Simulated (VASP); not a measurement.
# Ti (Fd-3m) in VASP: further runs

Runs on Ti. Level: PBEsol. Tasks: single point, relaxation of cell and atoms.

Everything below comes from runs of VASP 6.6.1. Logs are shortened: lines on timing, memory, paths and dates and some standing lists are left out, and cuts for length are marked.

### Step 1. The cell of the first run

It takes space group Fd-3m (No. 227, cubic). The conventional cell has a = 5.534 Å, b = 5.534 Å, c = 5.534 Å, α = 90.00°, β = 90.00°, γ = 90.00°. Within 3.2 Å of Ti (site symmetry -43m) lie 4 Ti at 2.40 Å.

### Step 2. Single point, PBEsol

Contents of INCAR:

```
SYSTEM = Ti
PREC = Accurate
ENCUT = 520
EDIFF = 1E-7
ISMEAR = -1
SIGMA = 0.1
LREAL = .FALSE.
LASPH = .TRUE.
NELM = 80
ALGO = Normal
ISIF = 2
LWAVE = .FALSE.
LCHARG = .FALSE.
GGA = PS
NBANDS = 19
```

Contents of KPOINTS:

```
regular mesh
0
G
  16 16 16
  0 0 0
```

Contents of POSCAR:

```
Ti
1.0
    0.0000000000      2.7668654380      2.7668654380
    2.7668654380      0.0000000000      2.7668654380
    2.7668654380      2.7668654380      0.0000000000
Ti
2
Direct
    0.1250000000      0.1250000000      0.1250000000
    0.8750000000      0.8750000000      0.8750000000
```

Potentials or basis: VASP PAW PBE potentials, release 64 (Ti_sv).

Run with:

```bash
cat potpaw_PBE.64/Ti_sv/POTCAR > POTCAR
mpirun -np 1 vasp_std > vasp.out
```

OUTCAR:

```text
SYSTEM = Ti
   PREC = Accurate
   ENCUT = 520
   EDIFF = 1E-7
   ISMEAR = -1
   LREAL = .FALSE.
   LASPH = .TRUE.
   NELM = 80
   ISIF = 2
   GGA = PS

 ion  position               nearest neighbor table
   1  0.125  0.125  0.125-   2 2.40   2 2.40   2 2.40   2 2.40
   2  0.875  0.875  0.875-   1 2.40   1 2.40   1 2.40   1 2.40

  LATTYP: Found a face centered cubic cell.
 ALAT       =     5.5337308760

  Lattice vectors:

 A1 = (   0.0000000000,   2.7668654380,   2.7668654380)
 A2 = (   2.7668654380,   0.0000000000,   2.7668654380)
 A3 = (   2.7668654380,   2.7668654380,   0.0000000000)

Analysis of symmetry for initial positions (statically):
=====================================================================
 Subroutine PRICEL returns:
 Original cell was already a primitive cell.

 Routine SETGRP: Setting up the symmetry group for a
 face centered cubic supercell.

 Subroutine GETGRP returns: Found 48 space group operations
 (whereof 12 operations were pure point group operations)
 out of a pool of 48 trial point group operations.

The static configuration has the point symmetry D_3d.
 The point group associated with its full space group is O_h .

Analysis of symmetry for dynamics (positions and initial velocities):
=====================================================================
 Subroutine PRICEL returns:
 Original cell was already a primitive cell.

 Routine SETGRP: Setting up the symmetry group for a
 face centered cubic supercell.

 Subroutine GETGRP returns: Found 48 space group operations
 (whereof 12 operations were pure point group operations)
 out of a pool of 48 trial point group operations.

The dynamic configuration has the point symmetry D_3d.
 The point group associated with its full space group is O_h .

 Subroutine INISYM returns: Found 48 space group operations
 (whereof 12 operations are pure point group operations),
 and found     1 'primitive' translations

----------------------------------------------------------------------------------------

                                     Primitive cell

  volume of cell :      42.3637

  direct lattice vectors                    reciprocal lattice vectors
     0.000000000  2.766865438  2.766865438    -0.180709908  0.180709908  0.180709908
     2.766865438  0.000000000  2.766865438     0.180709908 -0.180709908  0.180709908
     2.766865438  2.766865438  0.000000000     0.180709908  0.180709908 -0.180709908

  length of vectors
     3.912938628  3.912938628  3.912938628     0.312998743  0.312998743  0.312998743

  position of ions in fractional coordinates (direct lattice)
     0.125000000  0.125000000  0.125000000
     0.875000000  0.875000000  0.875000000

  ion indices of the primitive-cell ions
   primitive index   ion index
                 1           1
                 2           2

----------------------------------------------------------------------------------------

 KPOINTS: regular mesh

Automatic generation of k-mesh.
 Grid dimensions read from file:
 generate k-points for:   16   16   16

 Generating k-lattice:

  Cartesian coordinates                     Fractional coordinates (reciprocal lattice)
    -0.011294369  0.011294369  0.011294369     0.062500000  0.000000000  0.000000000
     0.011294369 -0.011294369  0.011294369     0.000000000  0.062500000  0.000000000
     0.011294369  0.011294369 -0.011294369     0.000000000  0.000000000  0.062500000

  Length of vectors
     0.019562421  0.019562421  0.019562421

  Shift w.r.t. Gamma in fractional coordinates (k-lattice)
     0.000000000  0.000000000  0.000000000

 Subroutine IBZKPT returns following result:
 ===========================================

 Found    145 irreducible k-points:

 Following reciprocal coordinates:
            Coordinates               Weight
  0.000000  0.000000  0.000000      1.000000
  0.062500  0.000000  0.000000      8.000000
  0.125000  0.000000  0.000000      8.000000
  0.187500  0.000000  0.000000      8.000000
  0.250000  0.000000  0.000000      8.000000
  0.312500  0.000000  0.000000      8.000000
[... 16 lines left out ...]
 -0.125000  0.062500  0.000000     24.000000
 -0.062500  0.062500  0.000000     12.000000
 [... further k-points ...]
   k-points           NKPTS =    145   k-points in BZ     NKDIM =    145   number of bands    NBANDS=     19
   number of dos      NEDOS =    301   number of ions     NIONS =      2
   total plane-waves  NPLWV =  27000
   dimension x,y,z NGX =    30 NGY =   30 NGZ =   30
   dimension x,y,z NGXF=    60 NGYF=   60 NGZF=   60
   ions per type =               2
   NGX,Y,Z   is equivalent  to a cutoff of  12.75, 12.75, 12.75 a.u.
   NGXF,Y,Z  is equivalent  to a cutoff of  25.49, 25.49, 25.49 a.u.
 SYSTEM =  Ti
   PREC   = accura    normal or accurate (medium, high low for compatibility)
   ISTART =      0    job   : 0-new  1-cont  2-samecut
   ICHARG =      2    charge: 1-file 2-atom 10-const
   ISPIN  =      1    spin polarized calculation?
   LNONCOLLINEAR =      F non collinear calculations
   LSORBIT =      F    spin-orbit coupling
   LASPH  =      T    aspherical Exc in radial PAW
   ENCUT  =  520.0 eV  38.22 Ry    6.18 a.u.   7.28  7.28  7.28*2*pi/ulx,y,z
   NELM   =     80;   NELMIN=  2; NELMDL= -5     # of ELM steps
   EDIFF  = 0.1E-06   stopping-criterion for ELM
   LREAL  =      F    real-space projection
   EDIFFG = 0.1E-05   stopping-criterion for IOM
   NSW    =      0    number of steps for IOM
   IBRION =     -1    ionic relax: 0-MD 1-quasi-New 2-CG
   NFREE  =      0    steps in history (QN), initial steepest desc. (CG)
   ISIF   =      2    stress and relaxation
   ISYM   =      2    0-nonsym 1-usesym 2-fastsym
   POTIM  = 0.5000    time-step for ionic-motion
   TEBEG  =    0.0;   TEEND  =   0.0 temperature during run
   PSTRESS=    0.0 pullay stress
   NELECT =      24.0000    total number of electrons
   NUPDOWN=      -1.0000    fix difference up-down
   EMIN   =  10.00;   EMAX   =-10.00  energy-range for DOS
   EFERMI =   0.00;   METHOD = LEGACY
   ISMEAR =    -1;   SIGMA  =   0.10  broadening in eV -4-tet -1-fermi 0-gaus
   EFERMI_NEDOS =   21; number of points for ismear=-14 and -15
   IALGO  =     38    algorithm
   IMIX   =      4    mixing-type and parameters
     AMIX     =   0.40;   BMIX     =  1.00
     AMIX_MAG =   1.60;   BMIX_MAG =  1.00
  volume/ion in A,a.u.               =      21.18       142.94
  Fermi-wavevector in a.u.,A,eV,Ry     =   1.354609  2.559839 24.966212  1.834965
  Thomas-Fermi vector in A             =   2.481766
   LORBIT       =      0    0 simple, 1 ext, 2 COOP (PROOUT), +10 PAW based schemes
   GGA     = PS    functional components
   LHFCALC =     F    Hartree Fock is set to
   AEXX    =    0.0000 exact exchange contribution
   IVDW    =     0    specifies the selected vdW correction
   LEPSILON=     F    determine dielectric tensor
   LRPA    =     F    only Hartree local field effects (RPA)
 non-spin polarized calculation
  energy-cutoff  :      520.00
  volume of cell :       42.36
 maximum number of plane-waves:      1158
 NGX is ok and might be reduce to    30
   NGX = 15   NGY = 15   NGZ = 15

 number of electron      24.0000000 magnetization

 Free energy of the ion-electron system (eV)
  ---------------------------------------------------
  ext. energy  EPLUGINS =         0.00000000
  ---------------------------------------------------
  free energy    TOTEN  =       -12.00771282 eV

  energy without entropy =      -11.81510699  energy(sigma->0) =      -11.91140991

 E-fermi :   5.8855     XC(G=0): -10.4230

 val. band max:        5.8838499129   @ k =  -0.4375   0.1250   0.0625
 cond. band min:       5.8857303066   @ k =   0.3125   0.3125   0.0000
 fundamental gap:      0.0018803938
 Fermi energy:         5.8854733122

 k-point     1 :       0.0000    0.0000    0.0000
  band No.  band energies     occupation
      1     -50.5812      2.00000
      2     -49.9285      2.00000
      3     -27.1522      2.00000
      4     -27.1522      2.00000
      5     -27.1522      2.00000
      6     -26.2619      2.00000
[... 11 lines left out ...]
     18      10.1259      0.00000
     19      10.1259      0.00000

 k-point     2 :       0.0625    0.0000    0.0000
  band No.  band energies     occupation
      1     -50.5766      2.00000
      2     -49.9333      2.00000
      3     -27.1571      2.00000
      4     -27.1571      2.00000
      5     -27.1527      2.00000
      6     -26.2622      2.00000
[... 11 lines left out ...]
     18      10.1217      0.00000
     19      10.1217      0.00000

 k-point     3 :       0.1250    0.0000    0.0000
  band No.  band energies     occupation
      1     -50.5632      2.00000
      2     -49.9475      2.00000
      3     -27.1705      2.00000
      4     -27.1705      2.00000
      5     -27.1541      2.00000
      6     -26.2626      2.00000
[... 11 lines left out ...]
     18      10.1070      0.00000
     19      10.1070      0.00000

 k-point     4 :       0.1875    0.0000    0.0000
  band No.  band energies     occupation
      1     -50.5419      2.00000
      2     -49.9699      2.00000
      3     -27.1900      2.00000
      4     -27.1900      2.00000
      5     -27.1566      2.00000
      6     -26.2630      2.00000
[... 11 lines left out ...]
     18      10.0762      0.00000
     19      10.0762      0.00000

 k-point     5 :       0.2500    0.0000    0.0000
  band No.  band energies     occupation
      1     -50.5144      2.00000
      2     -49.9987      2.00000
      3     -27.2118      2.00000
      4     -27.2118      2.00000
      5     -27.1601      2.00000
      6     -26.2627      2.00000
[... 11 lines left out ...]
     18      10.0217      0.00000
     19      10.0217      0.00000
[... 334 lines left out ...]
      2     -50.0131      2.00000
      3     -27.2473      2.00000
      4     -27.2140      2.00000
      5     -27.1404      2.00000
      6     -26.2813      2.00000
[... 11 lines left out ...]
     18       9.8077      0.00000
     19      10.1412      0.00000

 k-point    22 :      -0.1875    0.0625    0.0000
  band No.  band energies     occupation
      1     -50.5295      2.00000
      2     -49.9829      2.00000
      3     -27.2223      2.00000
      4     -27.1922      2.00000
      5     -27.1420      2.00000
      6     -26.2776      2.00000
[... 11 lines left out ...]
     18       9.9096      0.00000
     19      10.1778      0.00000

 k-point    23 :      -0.1250    0.0625    0.0000
  band No.  band energies     occupation
      1     -50.5530      2.00000
      2     -49.9582      2.00000
      3     -27.1966      2.00000
      4     -27.1733      2.00000
      5     -27.1446      2.00000
      6     -26.2729      2.00000
[... 11 lines left out ...]
     18       9.9942      0.00000
     19      10.1808      0.00000

 k-point    24 :      -0.0625    0.0625    0.0000
  band No.  band energies     occupation
      1     -50.5691      2.00000
      2     -49.9413      2.00000
      3     -27.1736      2.00000
      4     -27.1608      2.00000
      5     -27.1484      2.00000
      6     -26.2674      2.00000
[... 11 lines left out ...]
     18      10.0647      0.00000
     19      10.1594      0.00000

 [... further k-points ...]

------------------------ aborting loop because EDIFF is reached ----------------------------------------

  FORCE on cell =-STRESS in cart. coord.  units (eV):
  Direction    XX          YY          ZZ          XY          YZ          ZX
  --------------------------------------------------------------------------------------
  -------------------------------------------------------------------------------------
  Total        0.0450817      0.0450817      0.0450817     -0.0000000      0.0000000      0.0000000
  in kB        1.7049694      1.7049694      1.7049694     -0.0000000      0.0000000      0.0000000
  external PRESSURE =       1.7049694 kB  Pullay stress =       0.0000000 kB

 VOLUME and BASIS-vectors are now :
 -----------------------------------------------------------------------------
  energy-cutoff  :      520.00
  volume of cell :       42.36
      direct lattice vectors                 reciprocal lattice vectors
     0.000000000  2.766865438  2.766865438    -0.180709908  0.180709908  0.180709908
     2.766865438  0.000000000  2.766865438     0.180709908 -0.180709908  0.180709908
     2.766865438  2.766865438  0.000000000     0.180709908  0.180709908 -0.180709908

 POSITION                                       TOTAL-FORCE (eV/Angst)
 -----------------------------------------------------------------------------------
      0.69172      0.69172      0.69172        -0.000000     -0.000000     -0.000000
      4.84201      4.84201      4.84201         0.000000      0.000000      0.000000
 -----------------------------------------------------------------------------------
    total drift:                               -0.000000      0.000000      0.000000

  FREE ENERGIE OF THE ION-ELECTRON SYSTEM (eV)
  ---------------------------------------------------
  free  energy   TOTEN  =       -12.0077128204 eV

  energy  without entropy=      -11.8151069906  energy(sigma->0) =      -11.91140991
```

Run time: 1.7 min. Hardware: 1 thread of Intel Xeon Platinum 8375C at 2.90GHz (Ice Lake), shared host; peak memory 0.23 GiB.

Results:

```
Free energy            : -12.0077 eV
Pressure               : 0.2 GPa
Band gap on the k mesh : zero (band 12 reaches 5.99 eV, above the bottom of band 13 at 5.74 eV)
```

Levels at points of the mesh, in eV from the Fermi level:
```
           k point  band 9  band 10  band 11  band 12  band 13  band 14  band 15  band 16
(0.00, 0.00, 0.00)   -4.95    -0.73    -0.73    -0.14    -0.14    -0.14     1.83     1.83
(0.50, 0.00, 0.00)   -1.78    -1.49    -0.70    -0.70    -0.14    -0.14     0.57     2.72
(0.50, 0.50, 0.00)   -1.97    -1.97    -0.04    -0.04     0.38     0.38     1.62     1.62
```

Caveat: the PAW data sets were made with another functional, which shifts forces and pressure a little.

### Step 3. Relaxation of cell and atoms, PBEsol

This run uses another cell than the first one, of 23.84 Å³/atom, 1.125 times its volume.

Contents of INCAR:

```
SYSTEM = Ti
  PREC = Accurate
  ENCUT = 600
  EDIFF = 1E-6
  ISMEAR = -1
  SIGMA = 0.1
  LREAL = .FALSE.
  LASPH = .TRUE.
  NELM = 100
  ALGO = Normal
  ISIF = 3
  LWAVE = .FALSE.
  LCHARG = .FALSE.
  GGA = PS
  IBRION = 2
  NSW = 80
  EDIFFG = -0.01
```

Contents of KPOINTS:

```
regular mesh
0
G
  10 10 10
  0 0 0
```

Contents of POSCAR:

```
Ti
1.0
    0.0000000000      2.8780170575      2.8780170575
    2.8780170575      0.0000000000      2.8780170575
    2.8780170575      2.8780170575      0.0000000000
Ti
2
Direct
    0.1250000000      0.1250000000      0.1250000000
    0.8750000000      0.8750000000      0.8750000000
```

Potentials or basis: VASP PAW PBE potentials, release 64 (Ti_sv).

Run with:

```bash
cat potpaw_PBE.64/Ti_sv/POTCAR > POTCAR
mpirun -np 1 vasp_std > vasp.out
```

Run time: 2.4 min. Hardware: 1 thread of Intel Xeon Platinum 8375C at 2.90GHz (Ice Lake), shared host; peak memory 0.23 GiB.

The run converged. Its results:

```
Free energy                            : -12.0093 eV
Relaxed volume                         : 21.31 Å³/atom
Relaxed cell                           : a = 3.921 Å, b = 3.921 Å, c = 3.921 Å, α = 60.00°, β = 60.00°, γ = 60.00°
Space group after relaxing (to 0.05 Å) : Fd-3m (No. 227)
Energy gained by relaxing              : 29.6 meV/atom
Ionic steps                            : 4
Pressure after relaxing                : 0.0 GPa
Band gap on the k mesh                 : zero (band 12 reaches 5.92 eV, above the bottom of band 13 at 5.69 eV)
```

Step by step:
```
step  energy change (eV)  largest force (eV/Å)  pressure (GPa)  volume (Å³)
   1              0.0000                0.0000           -3.42        47.68
   2             -0.0522                0.0000           -1.28        44.25
   3             -0.0589                0.0000           -0.23        42.90
   4             -0.0591                0.0000           -0.01        42.61
```

Final structure:
```yaml
crystal:
  lattice:
    - [0.00000, 2.77229, 2.77229]
    - [2.77229, 0.00000, 2.77229]
    - [2.77229, 2.77229, 0.00000]
  atoms:
    - { symbol: Ti, position: [0.12500, 0.12500, 0.12500] }
    - { symbol: Ti, position: [0.87500, 0.87500, 0.87500] }
```

Levels at points of the mesh, in eV from the Fermi level:
| k point | band 9 | band 10 | band 11 | band 12 | band 13 | band 14 | band 15 | band 16 |
| --- | --- | --- | --- | --- | --- | --- | --- | --- |
| (0.00, 0.00, 0.00) | -4.94 | -0.72 | -0.72 | -0.14 | -0.14 | -0.14 | 1.82 | 1.82 |
| (0.50, 0.00, 0.00) | -1.78 | -1.48 | -0.69 | -0.69 | -0.14 | -0.14 | 0.56 | 2.70 |
| (0.50, 0.50, 0.00) | -1.96 | -1.96 | -0.03 | -0.03 | 0.37 | 0.37 | 1.62 | 1.62 |

Caveat: the PAW data sets were made with another functional, which shifts forces and pressure a little.
